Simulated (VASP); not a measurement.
## SnTe: single point with r2SCAN

The system is SnTe.

```
Sn Te
1.0
     0.00000    3.20051    3.20051
     3.20051    0.00000    3.20051
     3.20051    3.20051    0.00000
Sn Te
1 1
Direct
  0.50000 0.50000 0.50000
  0.00000 0.00000 0.00000
```

| Quantity | Value |
| --- | --- |
| Program | VASP 6.6.1 |
| Task | single point |
| Functional | r2SCAN |
| Potentials or basis | VASP PAW PBE potentials, release 64 (Sn_d, Te) |
| Cutoff | 550 eV |
| k mesh | 10 × 10 × 10 |
| Occupations | gaussian, width 0.05 eV |
| Spin | no spin polarisation |
| Dipole correction | no |
| Further INCAR settings | ALGO = Normal; EDIFF = 1e-06; NBANDS = 17 |

* Pressure: -0.6 GPa
* Band gap on the k mesh: 0.17 eV

Levels at points of the mesh, in eV from the valence-band top:
| k point | band 6 | band 7 | band 8 | band 9 | band 10 | band 11 | band 12 | band 13 | band 14 | band 15 |
| --- | --- | --- | --- | --- | --- | --- | --- | --- | --- | --- |
| (0.00, 0.00, 0.00) | -13.11 | -4.90 | -2.32 | -2.32 | -2.32 | 3.37 | 3.37 | 3.37 | 5.09 | 5.09 |
| (0.50, 0.00, 0.00) | -11.87 | -8.52 | -1.96 | -1.96 | 0.00 | 0.17 | 0.39 | 0.39 | 8.12 | 8.96 |
| (0.50, 0.50, 0.00) | -11.59 | -6.70 | -5.61 | -3.85 | -3.85 | 2.54 | 4.91 | 4.91 | 6.38 | 9.11 |

Wall time 2.8 min on 1 thread of Intel(R) Xeon(R) 6975P-C (Granite Rapids), on a shared host, peak memory 0.25 GiB.

Caveat: semilocal functionals underestimate gaps, and a narrow one can read as zero; the PAW data sets were made with another functional, which shifts forces and pressure a little; spin-orbit coupling is left out, which moves the levels of the heavy elements. A k mesh can miss the band edges.
